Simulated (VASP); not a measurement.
GaN, 2 atoms in the cell. The structure is cubic, space group Fm-3m (No. 225). The conventional cell has a = 4.375 Å, b = 4.375 Å, c = 4.375 Å, α = 90.00°, β = 90.00°, γ = 90.00°. Ga (site symmetry m-3m) has 6 N at 2.19 Å within 2.9 Å. N (site symmetry m-3m) has 6 Ga at 2.19 Å within 2.9 Å. 

| Item | Value |
| --- | --- |
| Program | VASP 6.6.1 |
| Task | single point |
| Functional | r2SCAN |
| Potentials or basis | VASP PAW PBE potentials, release 64 (Ga_d, N) |
| Cutoff | 520 eV |
| k mesh | 8 × 8 × 8 |
| Occupations | gaussian, width 0.01 eV |
| Spin | no spin polarisation |
| Dipole correction | no |
| Further INCAR settings | ALGO = Normal; EDIFF = 1e-06; NBANDS = 16 |

Potentials or basis: VASP PAW PBE potentials, release 64 (Ga_d, N).

Run with:

```bash
$ cat potpaw_PBE.64/Ga_d/POTCAR potpaw_PBE.64/N/POTCAR > POTCAR
$ cp INCAR.step1 INCAR
$ mpirun -np 1 vasp_std > vasp.out
$ cp INCAR.step2 INCAR
$ mpirun -np 1 vasp_std > vasp.out
```

Hardware: 1 thread of Intel(R) Xeon(R) 6975P-C (Granite Rapids), with other jobs on the host.

Problem. Estimate the wall time of this run.

Solution. Run time: 17 s on 1 thread of Intel(R) Xeon(R) 6975P-C (Granite Rapids) (shared host), peak memory 0.14 GiB. Counts: k points 29.
